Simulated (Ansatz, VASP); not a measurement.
## Two plane-wave programs on NaH

```
Na H
1.0
     0.00000    2.38128    2.38128
     2.38128    0.00000    2.38128
     2.38128    2.38128    0.00000
Na H
1 1
Direct
  0.00000 0.00000 0.00000
  0.50000 0.50000 0.50000
```

Alike in both runs: functional r2SCAN; k mesh 10 × 10 × 10; occupations fermi-dirac, width 0.02 eV; no spin polarisation.

Ansatz relaxed the structure, and its values are those at the end. VASP's run is a single point on that final structure, the one shown.

|  | VASP | Ansatz |
| --- | --- | --- |
| version | VASP 6.6.1 | Ansatz 0.2.0 |
| potentials or method | VASP PAW PBE potentials, release 64 (Na_pv, H), cutoff 520 eV | PAW plane waves |
| valence electrons in the cell | 8 | 10 |

```csv
,VASP,Ansatz,Ansatz less VASP
gap on the k mesh at the Fermi level (eV),4.47,4.46,-0.011
pressure (GPa),0.3,0.5,+0.25
```

VASP's potentials were made for PBE, not for r2SCAN. The functional is the same, so the differences come from potentials, cutoffs and numerics. VASP's potentials hold 8 valence electrons a cell and Ansatz's 10, so a difference there can come from the potentials and not from the codes. Ansatz's warnings: stress scf threshold loose.
